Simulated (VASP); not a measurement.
# GaN (I-4m2) in VASP: a series of runs

The runs below take GaN through single point, with PBE.

Program: VASP 6.6.1. These are calculated values, not measurements. Logs are shortened: lines on timing, memory, paths and dates and some standing lists are left out, and cuts for length are marked.

## 1. The cell of the first run

It takes space group I-4m2 (No. 119, tetragonal). Conventional cell: a = 3.216 Å, b = 3.216 Å, c = 4.685 Å, α = 90.00°, β = 90.00°, γ = 90.00°. Ga (site symmetry -4m2) has 4 N at 1.99 Å within 2.6 Å. Within 2.6 Å of N (site symmetry -4m2) lie 4 Ga at 1.99 Å.

## 2. Single point, PBE (strain +0.0300 x Voigt [0, 0, 1, 0, 0, 0])

Contents of INCAR:

```
PREC = Accurate ; ENCUT = 520
EDIFF = 1E-7 ; ISMEAR = 0
SIGMA = 0.05 ; LREAL = False
LASPH = True ; NELM = 100
ALGO = Normal ; ISIF = 2
LWAVE = False ; LCHARG = True
GGA = PE ; LELF = True
LVHAR = True ; NBANDS = 16
```

Contents of KPOINTS:

```
regular mesh
0
Gamma
  10 10 10
```

Contents of POSCAR:

```
GaN
1.0
    0.0000000000      2.2742384873      2.3424656419
    2.2742384873      0.0000000000      2.3424656419
    2.2742384873      2.2742384873      0.0000000000
Ga N
1 1
Direct
    0.0000000000      0.0000000000      0.0000000000
    0.7500000000      0.7500000000      0.7500000000
```

Potentials or basis: VASP PAW PBE potentials, release 64 (Ga_d, N).

Launch:

```console
$ cat potpaw_PBE.64/Ga_d/POTCAR potpaw_PBE.64/N/POTCAR > POTCAR
$ mpirun -np 1 vasp_std > vasp.out
```

OUTCAR:

```text
PREC = Accurate
   ENCUT = 520
   EDIFF = 1E-7
   ISMEAR = 0
   LREAL = False
   LASPH = True
   NELM = 100
   ISIF = 2
   GGA = PE

 ion  position               nearest neighbor table
   1  0.000  0.000  0.000-   2 1.99   2 1.99   2 1.99   2 1.99
   2  0.750  0.750  0.750-   1 1.99   1 1.99   1 1.99   1 1.99

  LATTYP: Found a body centered tetragonal cell.
 ALAT       =     3.2162589128
 C/A-ratio  =     1.4566399692

  Lattice vectors:

 A1 = (  -2.2742384873,   0.0000000000,   2.3424656419)
 A2 = (   2.2742384873,   0.0000000000,   2.3424656419)
 A3 = (   0.0000000000,   2.2742384873,  -2.3424656419)

Analysis of symmetry for initial positions (statically):
=====================================================================
 Subroutine PRICEL returns:
 Original cell was already a primitive cell.

 Routine SETGRP: Setting up the symmetry group for a
 body centered tetragonal supercell.

 Subroutine GETGRP returns: Found  8 space group operations
 (whereof  8 operations were pure point group operations)
 out of a pool of 16 trial point group operations.

The static configuration has the point symmetry D_2d.

Analysis of symmetry for dynamics (positions and initial velocities):
=====================================================================
 Subroutine PRICEL returns:
 Original cell was already a primitive cell.

 Routine SETGRP: Setting up the symmetry group for a
 body centered tetragonal supercell.

 Subroutine GETGRP returns: Found  8 space group operations
 (whereof  8 operations were pure point group operations)
 out of a pool of 16 trial point group operations.

The dynamic configuration has the point symmetry D_2d.

 Subroutine INISYM returns: Found  8 space group operations
 (whereof  8 operations are pure point group operations),
 and found     1 'primitive' translations

----------------------------------------------------------------------------------------

                                     Primitive cell

  volume of cell :      24.2312

  direct lattice vectors                    reciprocal lattice vectors
     0.000000000  2.274238487  2.342465642    -0.219853812  0.219853812  0.213450303
     2.274238487  0.000000000  2.342465642     0.219853812 -0.219853812  0.213450303
     2.274238487  2.274238487  0.000000000     0.219853812  0.219853812 -0.213450303

  length of vectors
     3.264859259  3.264859259  3.216258913     0.377137148  0.377137148  0.377137148

  position of ions in fractional coordinates (direct lattice)
     0.000000000  0.000000000  0.000000000
     0.750000000  0.750000000  0.750000000

  ion indices of the primitive-cell ions
   primitive index   ion index
                 1           1
                 2           2

----------------------------------------------------------------------------------------

 KPOINTS: regular mesh

Automatic generation of k-mesh.
 Grid dimensions read from file:
 generate k-points for:   10   10   10

 Generating k-lattice:

  Cartesian coordinates                     Fractional coordinates (reciprocal lattice)
    -0.021985381  0.021985381  0.021345030     0.100000000  0.000000000  0.000000000
     0.021985381 -0.021985381  0.021345030     0.000000000  0.100000000  0.000000000
     0.021985381  0.021985381 -0.021345030     0.000000000  0.000000000  0.100000000

  Length of vectors
     0.037713715  0.037713715  0.037713715

  Shift w.r.t. Gamma in fractional coordinates (k-lattice)
     0.000000000  0.000000000  0.000000000

 Subroutine IBZKPT returns following result:
 ===========================================

 Found    102 irreducible k-points:

 Following reciprocal coordinates:
            Coordinates               Weight
  0.000000  0.000000  0.000000      1.000000
  0.100000  0.000000  0.000000      8.000000
  0.200000  0.000000  0.000000      8.000000
  0.300000  0.000000  0.000000      8.000000
  0.400000  0.000000  0.000000      8.000000
  0.500000  0.000000  0.000000      4.000000
[... 16 lines left out ...]
  0.300000  0.300000  0.000000      2.000000
  0.400000  0.300000  0.000000      8.000000
 [... further k-points ...]
   k-points           NKPTS =    102   k-points in BZ     NKDIM =    102   number of bands    NBANDS=     16
   number of dos      NEDOS =    301   number of ions     NIONS =      2
   total plane-waves  NPLWV =  13824
   dimension x,y,z NGX =    24 NGY =   24 NGZ =   24
   dimension x,y,z NGXF=    48 NGYF=   48 NGZF=   48
   ions per type =               1   1
   NGX,Y,Z   is equivalent  to a cutoff of  12.22, 12.22, 12.41 a.u.
   NGXF,Y,Z  is equivalent  to a cutoff of  24.44, 24.44, 24.81 a.u.
 SYSTEM =  unknown system
   PREC   = accura    normal or accurate (medium, high low for compatibility)
   ISTART =      0    job   : 0-new  1-cont  2-samecut
   ICHARG =      2    charge: 1-file 2-atom 10-const
   ISPIN  =      1    spin polarized calculation?
   LNONCOLLINEAR =      F non collinear calculations
   LSORBIT =      F    spin-orbit coupling
   LASPH  =      T    aspherical Exc in radial PAW
   ENCUT  =  520.0 eV  38.22 Ry    6.18 a.u.   6.07  6.07  5.98*2*pi/ulx,y,z
   NELM   =    100;   NELMIN=  2; NELMDL= -5     # of ELM steps
   EDIFF  = 0.1E-06   stopping-criterion for ELM
   LREAL  =      F    real-space projection
   EDIFFG = 0.1E-05   stopping-criterion for IOM
   NSW    =      0    number of steps for IOM
   IBRION =     -1    ionic relax: 0-MD 1-quasi-New 2-CG
   NFREE  =      0    steps in history (QN), initial steepest desc. (CG)
   ISIF   =      2    stress and relaxation
   ISYM   =      2    0-nonsym 1-usesym 2-fastsym
   POTIM  = 0.5000    time-step for ionic-motion
   TEBEG  =    0.0;   TEEND  =   0.0 temperature during run
   PSTRESS=    0.0 pullay stress
   NELECT =      18.0000    total number of electrons
   NUPDOWN=      -1.0000    fix difference up-down
   EMIN   =  10.00;   EMAX   =-10.00  energy-range for DOS
   EFERMI =   0.00;   METHOD = LEGACY
   ISMEAR =     0;   SIGMA  =   0.05  broadening in eV -4-tet -1-fermi 0-gaus
   EFERMI_NEDOS =   21; number of points for ismear=-14 and -15
   IALGO  =     38    algorithm
   IMIX   =      4    mixing-type and parameters
     AMIX     =   0.40;   BMIX     =  1.00
     AMIX_MAG =   1.60;   BMIX_MAG =  1.00
  volume/ion in A,a.u.               =      12.12        81.76
  Fermi-wavevector in a.u.,A,eV,Ry     =   1.482657  2.801815 29.909289  2.198271
  Thomas-Fermi vector in A             =   2.596415
   LORBIT       =      0    0 simple, 1 ext, 2 COOP (PROOUT), +10 PAW based schemes
   GGA     = PE    functional components
   LHFCALC =     F    Hartree Fock is set to
   AEXX    =    0.0000 exact exchange contribution
   IVDW    =     0    specifies the selected vdW correction
   LEPSILON=     F    determine dielectric tensor
   LRPA    =     F    only Hartree local field effects (RPA)
 non-spin polarized calculation
 Gauss-broadening in eV      SIGMA  =   0.05
  energy-cutoff  :      520.00
  volume of cell :       24.23
 maximum number of plane-waves:       668
   NGX = 13   NGY = 13   NGZ = 11

 number of electron      17.9999988 magnetization

 Free energy of the ion-electron system (eV)
  ---------------------------------------------------
  ext. energy  EPLUGINS =         0.00000000
  ---------------------------------------------------
  free energy    TOTEN  =       -12.13794487 eV

  energy without entropy =      -12.13794487  energy(sigma->0) =      -12.13794487

 E-fermi :   5.0492     XC(G=0): -11.3662

 val. band max:        4.7271348846   @ k =   0.0000   0.0000   0.0000
 cond. band min:       6.0336728377   @ k =   0.0000   0.0000   0.0000
 fundamental gap:      1.3065379531
 Fermi energy:         5.0492376526

 k-point     1 :       0.0000    0.0000    0.0000
  band No.  band energies     occupation
      1     -10.7815      2.00000
      2      -8.7499      2.00000
      3      -8.7200      2.00000
      4      -8.7200      2.00000
      5      -8.4656      2.00000
      6      -8.4637      2.00000
[... 8 lines left out ...]
     15      22.5080      0.00000
     16      23.4546      0.00000

 k-point     2 :       0.1000    0.0000    0.0000
  band No.  band energies     occupation
      1     -10.6853      2.00000
      2      -8.7322      2.00000
      3      -8.7087      2.00000
      4      -8.6828      2.00000
      5      -8.4672      2.00000
      6      -8.4639      2.00000
[... 8 lines left out ...]
     15      21.9628      0.00000
     16      22.1578      0.00000

 k-point     3 :       0.2000    0.0000    0.0000
  band No.  band energies     occupation
      1     -10.4513      2.00000
      2      -8.7025      2.00000
      3      -8.6822      2.00000
      4      -8.5121      2.00000
      5      -8.4679      2.00000
      6      -8.4578      2.00000
[... 8 lines left out ...]
     15      21.1643      0.00000
     16      21.2977      0.00000

 k-point     4 :       0.3000    0.0000    0.0000
  band No.  band energies     occupation
      1     -10.2221      2.00000
      2      -8.6787      2.00000
      3      -8.6588      2.00000
      4      -8.4588      2.00000
      5      -8.4474      2.00000
      6      -8.1026      2.00000
[... 8 lines left out ...]
     15      21.5230      0.00000
     16      21.5741      0.00000
[... 324 lines left out ...]
 k-point    22 :      -0.2000    0.2000    0.0000
  band No.  band energies     occupation
      1     -10.1490      2.00000
      2      -8.6650      2.00000
      3      -8.6344      2.00000
      4      -8.4880      2.00000
      5      -8.4656      2.00000
      6      -7.9177      2.00000
[... 8 lines left out ...]
     15      21.6704      0.00000
     16      24.3070      0.00000

 k-point    23 :       0.3000    0.3000    0.0000
  band No.  band energies     occupation
      1     -10.0980      2.00000
      2      -8.5852      2.00000
      3      -8.5639      2.00000
      4      -8.5639      2.00000
      5      -8.4278      2.00000
      6      -7.9651      2.00000
[... 8 lines left out ...]
     15      26.3090      0.00000
     16      26.5695      0.00000

 k-point    24 :       0.4000    0.3000    0.0000
  band No.  band energies     occupation
      1     -10.0155      2.00000
      2      -8.6046      2.00000
      3      -8.5369      2.00000
      4      -8.5359      2.00000
      5      -8.4204      2.00000
      6      -7.5335      2.00000
[... 8 lines left out ...]
     15      26.1470      0.00000
     16      26.7352      0.00000

 [... further k-points ...]

------------------------ aborting loop because EDIFF is reached ----------------------------------------

  FORCE on cell =-STRESS in cart. coord.  units (eV):
  Direction    XX          YY          ZZ          XY          YZ          ZX
  --------------------------------------------------------------------------------------
  -------------------------------------------------------------------------------------
  Total       -0.5096411     -0.5096411     -1.0996810      0.0000000      0.0000000     -0.0000000
  in kB      -33.6976606    -33.6976606    -72.7113297      0.0000000      0.0000000     -0.0000000
  external PRESSURE =     -46.7022170 kB  Pullay stress =       0.0000000 kB

 VOLUME and BASIS-vectors are now :
 -----------------------------------------------------------------------------
  energy-cutoff  :      520.00
  volume of cell :       24.23
      direct lattice vectors                 reciprocal lattice vectors
     0.000000000  2.274238487  2.342465642    -0.219853812  0.219853812  0.213450303
     2.274238487  0.000000000  2.342465642     0.219853812 -0.219853812  0.213450303
     2.274238487  2.274238487  0.000000000     0.219853812  0.219853812 -0.213450303

 POSITION                                       TOTAL-FORCE (eV/Angst)
 -----------------------------------------------------------------------------------
      0.00000      0.00000      0.00000         0.000000     -0.000000      0.000000
      3.41136      3.41136      3.51370        -0.000000      0.000000     -0.000000
 -----------------------------------------------------------------------------------
    total drift:                               -0.000001     -0.000001     -0.000002

  FREE ENERGIE OF THE ION-ELECTRON SYSTEM (eV)
  ---------------------------------------------------
  free  energy   TOTEN  =       -12.1379448729 eV

  energy  without entropy=      -12.1379448729  energy(sigma->0) =      -12.13794487
```

It took 46 s on 1 thread of Intel Xeon 8259CL, shared host; peak memory 0.17 GiB.

Results:

| Item | Value |
| --- | --- |
| Free energy | -12.1379 eV |
| Pressure | -4.7 GPa |
| Band gap on the k mesh | 1.31 eV, direct |

Stress tensor (GPa, compression positive):
```
-3.37  0.00  0.00
 0.00 -3.37  0.00
 0.00  0.00 -7.27
```

Caveat: the cell differs from its parent crystal (strain +0.0300 x Voigt [0, 0, 1, 0, 0, 0]).

(Part 1 of 2 ends here.)
